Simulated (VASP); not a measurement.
# LiMg12 (a cell with a defect) in VASP: single point with PBE

Aim: the single point of LiMg12 (a cell with a defect) with PBE.

Program: VASP 6.6.1. These are calculated values, not measurements. Logs are shortened: lines on timing, memory, paths and dates and some standing lists are left out, and cuts for length are marked.

## 1. The cell of the first run

The cell holds a defect, 13 atoms: a = 6.420 Å, b = 9.630 Å, c = 5.213 Å, α = 90.00°, β = 90.00°, γ = 120.00°.

## 2. Single point, PBE

Input file INCAR:

```
ALGO = Normal ; EDIFF = 1E-7
ENCUT = 520 ; GGA = PE
ISIF = 2 ; ISMEAR = -1
LASPH = T ; LCHARG = T
LELF = T ; LREAL = F
LVHAR = T ; LWAVE = F
NBANDS = 26 ; NELM = 80
PREC = Accurate ; SIGMA = 0.05
```

Input file KPOINTS:

```
k-points
0
Gamma
  4 3 4
```

Input file POSCAR:

```
LiMg12
1.0
    6.4200000000      0.0000000000      0.0000000000
   -4.8150000000      8.3398250000      0.0000000000
    0.0000000000      0.0000000000      5.2130400000
Mg Li
12 1
Direct
   -0.1160114685     -0.0789887078     -0.1002806424
    0.1738519413      0.2425375832      0.6237602244
   -0.0166553730      0.3000825557      0.0845579547
    0.1320135086      0.5441280842      0.5340893222
    0.0058088491      0.6699065028      0.0282938554
    0.1671395642      0.8734365529      0.5040383346
    0.4779551775     -0.0076520790     -0.0229869711
    0.6441964380      0.2176133192      0.5273473827
    0.5691772125      0.3640842584      0.0232476636
    0.6600951384      0.5696572770      0.5238501911
    0.4416076080      0.6266442042      0.0189474855
    0.6654144354      0.8989318121      0.4224565704
    0.2011215734      0.1089774666      0.2030680754
```

Potentials or basis: VASP PAW PBE potentials, release 64 (Mg, Li_sv).

The run is started by

```
$ cat potpaw_PBE.64/Mg/POTCAR potpaw_PBE.64/Li_sv/POTCAR > POTCAR
$ mpirun -np 1 vasp_std > vasp.out
```

OUTCAR:

```text
EDIFF = 1E-7
   ENCUT = 520
   GGA = PE
   ISIF = 2
   ISMEAR = -1
   LASPH = T
   LREAL = F
   NELM = 80
   PREC = Accurate

 ion  position               nearest neighbor table
   1  0.884  0.921  0.900-  13 2.50  12 2.81  11 2.90   6 2.93   5 2.97  12 3.02   7 3.04   2 3.06
                             3 3.51  10 3.53   7 3.54
   2  0.174  0.243  0.624-  13 2.59   3 2.87   9 3.03   1 3.06   4 3.08  10 3.18   8 3.19   3 3.22
                             8 3.33  12 3.45   6 3.59
   3  0.983  0.300  0.085-   2 2.87  13 2.88   8 3.00   9 3.03  11 3.07   4 3.11   7 3.16   2 3.22
                             8 3.48   5 3.50   9 3.51   1 3.51   4 3.53
   4  0.132  0.544  0.534-  11 3.06   6 3.07   2 3.08   3 3.11   5 3.12   8 3.14  10 3.16   5 3.17
                            11 3.20  10 3.27  12 3.47   3 3.53
   5  0.006  0.670  0.028-   9 2.88   1 2.97   6 3.01  11 3.03   7 3.08   4 3.12   4 3.17   6 3.22
                            10 3.22  10 3.26  11 3.43   3 3.50
   6  0.167  0.873  0.504-  13 2.68   1 2.93   5 3.01   7 3.01   4 3.07  10 3.11  12 3.11   8 3.20
                             5 3.22   7 3.25  12 3.38   2 3.59
   7  0.478  0.992  0.977-  13 2.79  12 2.96   8 3.00   6 3.01   1 3.04   5 3.08   3 3.16   6 3.25
                             9 3.33  11 3.42  12 3.42   8 3.43   1 3.54
   8  0.644  0.218  0.527-   3 3.00   7 3.00  13 3.01   9 3.10   9 3.13   4 3.14   2 3.19  12 3.19
                             6 3.20   2 3.33  10 3.34   7 3.43   3 3.48
   9  0.569  0.364  0.023-  13 2.59   5 2.88  11 3.02   2 3.03   3 3.03   8 3.10   8 3.13  10 3.14
                            10 3.15   7 3.33   3 3.51
  10  0.660  0.570  0.524-   6 3.11  11 3.11   9 3.14   9 3.15  11 3.16   4 3.16   2 3.18  12 3.20
                             5 3.22   5 3.26   4 3.27   8 3.34   1 3.53
  11  0.442  0.627  0.019-   1 2.90   9 3.02   5 3.03   4 3.06   3 3.07  12 3.10  10 3.11  10 3.16
                             4 3.20   7 3.42   5 3.43
  12  0.665  0.899  0.422-   1 2.81   7 2.96   1 3.02  11 3.10   6 3.11   8 3.19  10 3.20   6 3.38
                             7 3.42   2 3.45   4 3.47
  13  0.201  0.109  0.203-   1 2.50   9 2.59   2 2.59   6 2.68   7 2.79   3 2.88   8 3.01

  LATTYP: Found a simple monoclinic cell.
 ALAT       =     6.4200000000
 B/A-ratio  =     0.8120000000
 C/A-ratio  =     1.3228757108
 COS(beta)  =    -0.1889822286

  Lattice vectors:

 A1 = (   6.4200000000,   0.0000000000,   0.0000000000)
 A2 = (   0.0000000000,   0.0000000000,   5.2130400000)
 A3 = (  -1.6050000000,  -8.3398250000,   0.0000000000)

Analysis of symmetry for initial positions (statically):
=====================================================================
 Subroutine PRICEL returns:
 Original cell was already a primitive cell.

 Routine SETGRP: Setting up the symmetry group for a
 simple monoclinic supercell.

 Subroutine GETGRP returns: Found  1 space group operations
 (whereof  1 operations were pure point group operations)
 out of a pool of  4 trial point group operations.

The static configuration has the point symmetry C_1 .

Analysis of symmetry for dynamics (positions and initial velocities):
=====================================================================
 Subroutine PRICEL returns:
 Original cell was already a primitive cell.

 Routine SETGRP: Setting up the symmetry group for a
 simple monoclinic supercell.

 Subroutine GETGRP returns: Found  1 space group operations
 (whereof  1 operations were pure point group operations)
 out of a pool of  4 trial point group operations.

The dynamic configuration has the point symmetry C_1 .

 Subroutine INISYM returns: Found  1 space group operations
 (whereof  1 operations are pure point group operations),
 and found     1 'primitive' translations

----------------------------------------------------------------------------------------

                                     Primitive cell

  volume of cell :     279.1149

  direct lattice vectors                    reciprocal lattice vectors
     6.420000000  0.000000000  0.000000000     0.155763240  0.089929945  0.000000000
    -4.815000000  8.339825000  0.000000000     0.000000000  0.119906593  0.000000000
     0.000000000  0.000000000  5.213040000     0.000000000  0.000000000  0.191826650

  length of vectors
     6.420000000  9.630000313  5.213040000     0.179859895  0.119906593  0.191826650

  position of ions in fractional coordinates (direct lattice)
     0.883988532  0.921011292  0.899719358
     0.173851941  0.242537583  0.623760224
     0.983344627  0.300082556  0.084557955
     0.132013509  0.544128084  0.534089322
     0.005808849  0.669906503  0.028293855
     0.167139564  0.873436553  0.504038335
     0.477955178  0.992347921  0.977013029
     0.644196438  0.217613319  0.527347383
     0.569177213  0.364084258  0.023247664
     0.660095138  0.569657277  0.523850191
     0.441607608  0.626644204  0.018947486
     0.665414435  0.898931812  0.422456570
     0.201121573  0.108977467  0.203068075

  ion indices of the primitive-cell ions
   primitive index   ion index
                 1           1
                 2           2
                 3           3
                 4           4
                 5           5
                 6           6
                 7           7
                 8           8
                 9           9
                10          10
                11          11
                12          12
                13          13

----------------------------------------------------------------------------------------

 KPOINTS: k-points

Automatic generation of k-mesh.
 Grid dimensions read from file:
 generate k-points for:    4    3    4

 Generating k-lattice:

  Cartesian coordinates                     Fractional coordinates (reciprocal lattice)
     0.038940810  0.022482486  0.000000000     0.250000000  0.000000000  0.000000000
     0.000000000  0.039968864  0.000000000     0.000000000  0.333333333  0.000000000
     0.000000000  0.000000000  0.047956663     0.000000000  0.000000000  0.250000000

  Length of vectors
     0.044964974  0.039968864  0.047956663

  Shift w.r.t. Gamma in fractional coordinates (k-lattice)
     0.000000000  0.000000000  0.000000000

 Subroutine IBZKPT returns following result:
 ===========================================

 Found     26 irreducible k-points:

 Following reciprocal coordinates:
            Coordinates               Weight
  0.000000  0.000000  0.000000      1.000000
  0.250000  0.000000  0.000000      2.000000
  0.500000  0.000000  0.000000      1.000000
  0.000000  0.333333  0.000000      2.000000
  0.250000  0.333333  0.000000      2.000000
  0.500000  0.333333  0.000000      2.000000
[... 16 lines left out ...]
  0.000000  0.333333  0.500000      2.000000
  0.250000  0.333333  0.500000      2.000000
 [... further k-points ...]
   k-points           NKPTS =     26   k-points in BZ     NKDIM =     26   number of bands    NBANDS=     26
   number of dos      NEDOS =    301   number of ions     NIONS =     13
   total plane-waves  NPLWV = 138240
   dimension x,y,z NGX =    48 NGY =   72 NGZ =   40
   dimension x,y,z NGXF=    96 NGYF=  144 NGZF=   80
   ions per type =              12   1
   NGX,Y,Z   is equivalent  to a cutoff of  12.43, 12.43, 12.76 a.u.
   NGXF,Y,Z  is equivalent  to a cutoff of  24.86, 24.86, 25.51 a.u.
 SYSTEM =  unknown system
   PREC   = accura    normal or accurate (medium, high low for compatibility)
   ISTART =      0    job   : 0-new  1-cont  2-samecut
   ICHARG =      2    charge: 1-file 2-atom 10-const
   ISPIN  =      1    spin polarized calculation?
   LNONCOLLINEAR =      F non collinear calculations
   LSORBIT =      F    spin-orbit coupling
   LASPH  =      T    aspherical Exc in radial PAW
   ENCUT  =  520.0 eV  38.22 Ry    6.18 a.u.  11.94 17.91  9.69*2*pi/ulx,y,z
   NELM   =     80;   NELMIN=  2; NELMDL= -5     # of ELM steps
   EDIFF  = 0.1E-06   stopping-criterion for ELM
   LREAL  =      F    real-space projection
   EDIFFG = 0.1E-05   stopping-criterion for IOM
   NSW    =      0    number of steps for IOM
   IBRION =     -1    ionic relax: 0-MD 1-quasi-New 2-CG
   NFREE  =      0    steps in history (QN), initial steepest desc. (CG)
   ISIF   =      2    stress and relaxation
   ISYM   =      2    0-nonsym 1-usesym 2-fastsym
   POTIM  = 0.5000    time-step for ionic-motion
   TEBEG  =    0.0;   TEEND  =   0.0 temperature during run
   PSTRESS=    0.0 pullay stress
   NELECT =      27.0000    total number of electrons
   NUPDOWN=      -1.0000    fix difference up-down
   EMIN   =  10.00;   EMAX   =-10.00  energy-range for DOS
   EFERMI =   0.00;   METHOD = LEGACY
   ISMEAR =    -1;   SIGMA  =   0.05  broadening in eV -4-tet -1-fermi 0-gaus
   EFERMI_NEDOS =   21; number of points for ismear=-14 and -15
   IALGO  =     38    algorithm
   IMIX   =      4    mixing-type and parameters
     AMIX     =   0.40;   BMIX     =  1.00
     AMIX_MAG =   1.60;   BMIX_MAG =  1.00
  volume/ion in A,a.u.               =      21.47       144.89
  Fermi-wavevector in a.u.,A,eV,Ry     =   0.751511  1.420149  7.684136  0.564768
  Thomas-Fermi vector in A             =   1.848508
   LORBIT       =      0    0 simple, 1 ext, 2 COOP (PROOUT), +10 PAW based schemes
   GGA     = PE    functional components
   LHFCALC =     F    Hartree Fock is set to
   AEXX    =    0.0000 exact exchange contribution
   IVDW    =     0    specifies the selected vdW correction
   LEPSILON=     F    determine dielectric tensor
   LRPA    =     F    only Hartree local field effects (RPA)
 non-spin polarized calculation
  energy-cutoff  :      520.00
  volume of cell :      279.11
 maximum number of plane-waves:      7534
   NGX = 23   NGY = 35   NGZ = 19

 number of electron      26.9999996 magnetization

 Free energy of the ion-electron system (eV)
  ---------------------------------------------------
  ext. energy  EPLUGINS =         0.00000000
  ---------------------------------------------------
  free energy    TOTEN  =       -18.82508548 eV

  energy without entropy =      -18.78380835  energy(sigma->0) =      -18.80444691

 E-fermi :   2.7903     XC(G=0):  -8.5753

 val. band max:        2.7862019208   @ k =   0.2500   0.3333   0.5000
 cond. band min:       2.8047829203   @ k =   0.2500   0.0000   0.0000
 fundamental gap:      0.0185809995
 Fermi energy:         2.7902566565

 k-point     1 :       0.0000    0.0000    0.0000
  band No.  band energies     occupation
      1     -43.6393      2.00000
      2      -4.1924      2.00000
      3      -2.1771      2.00000
      4      -1.9672      2.00000
      5      -0.6149      2.00000
      6      -0.4293      2.00000
[... 17 lines left out ...]
     24       5.6325      0.00000
     25       5.6712      0.00000

 k-point     2 :       0.2500    0.0000    0.0000
  band No.  band energies     occupation
      1     -43.6393      2.00000
      2      -3.8954      2.00000
      3      -2.5714      2.00000
      4      -1.7932      2.00000
      5      -1.5155      2.00000
      6      -0.9551      2.00000
[... 17 lines left out ...]
     24       6.1359      0.00000
     25       6.5168      0.00000
[... 586 lines left out ...]
     24       7.4701      0.00000
     25       7.6767      0.00000

 k-point    24 :       0.2500    0.3333    0.5000
  band No.  band energies     occupation
      1     -43.6393      2.00000
      2      -2.2387      2.00000
      3      -2.1526      2.00000
      4      -2.0774      2.00000
      5      -1.8944      2.00000
      6      -0.7875      2.00000
[... 17 lines left out ...]
     24       7.5685      0.00000
     25       7.7088      0.00000

 [... further k-points ...]

 [bands above 25 left out]

------------------------ aborting loop because EDIFF is reached ----------------------------------------

  FORCE on cell =-STRESS in cart. coord.  units (eV):
  Direction    XX          YY          ZZ          XY          YZ          ZX
  --------------------------------------------------------------------------------------
  -------------------------------------------------------------------------------------
  Total        3.1771234      3.9416559      6.7357483      0.7019789      0.5455621      0.0698971
  in kB       18.2373465     22.6259209     38.6645898      4.0295043      3.1316392      0.4012241
  external PRESSURE =      26.5092857 kB  Pullay stress =       0.0000000 kB

 VOLUME and BASIS-vectors are now :
 -----------------------------------------------------------------------------
  energy-cutoff  :      520.00
  volume of cell :      279.11
      direct lattice vectors                 reciprocal lattice vectors
     6.420000000  0.000000000  0.000000000     0.155763240  0.089929945  0.000000000
    -4.815000000  8.339825000  0.000000000     0.000000000  0.119906593  0.000000000
     0.000000000  0.000000000  5.213040000     0.000000000  0.000000000  0.191826650

 POSITION                                       TOTAL-FORCE (eV/Angst)
 -----------------------------------------------------------------------------------
      1.24054      7.68107      4.69027        -0.000730     -0.000586     -0.000714
     -0.05169      2.02272      3.25169         0.001389     -0.000866      0.003295
      4.86817      2.50264      0.44080        -0.002589      0.000797      0.000788
     -1.77245      4.53793      2.78423         0.000441      0.000669     -0.000771
     -3.18831      5.58690      0.14750         0.002109      0.001379     -0.000438
     -3.13256      7.28431      2.62757         0.001925     -0.000227      0.000095
     -1.70968      8.27601      5.09321         0.002704     -0.000040      0.001231
      3.08793      1.81486      2.74908        -0.002219     -0.000055     -0.002168
      1.90105      3.03640      0.12119         0.002294      0.003106     -0.002403
      1.49491      4.75084      2.73085        -0.003051     -0.001834     -0.001453
     -0.18217      5.22610      0.09877        -0.000306     -0.002618      0.002442
     -0.05640      7.49693      2.20228        -0.003354     -0.002587     -0.002064
      0.76647      0.90885      1.05860         0.001387      0.002862      0.002157
 -----------------------------------------------------------------------------------
    total drift:                               -0.000104      0.000137      0.000345

  FREE ENERGIE OF THE ION-ELECTRON SYSTEM (eV)
  ---------------------------------------------------
  free  energy   TOTEN  =       -18.8250854759 eV

  energy  without entropy=      -18.7838083463  energy(sigma->0) =      -18.80444691
```

Run time: 1.7 min. Hardware: 1 thread of Intel Xeon 6975P-C (Granite Rapids), shared host; peak memory 0.43 GiB.

What came out:

```yaml
Free_energy: -18.8251 eV
Largest_force: 0.005 eV/Å
Band_gap_on_the_k_mesh: zero (an odd number of electrons rules out a gap without spin polarisation)
```

Forces in eV/Å, atoms in the order of the input:
```
Mg  -0.001 -0.001 -0.001
Mg   0.001 -0.001  0.003
Mg  -0.003  0.001  0.001
Mg   0.000  0.001 -0.001
Mg   0.002  0.001  0.000
Mg   0.002  0.000  0.000
Mg   0.003  0.000  0.001
Mg  -0.002  0.000 -0.002
Mg   0.002  0.003 -0.002
Mg  -0.003 -0.002 -0.001
Mg   0.000 -0.003  0.002
Mg  -0.003 -0.003 -0.002
Li   0.001  0.003  0.002
```

Caveat: the cutoff is under 1.25 times the usual one of these potentials, so pressure, stress and relaxed cells hold a basis-set (Pulay) error.
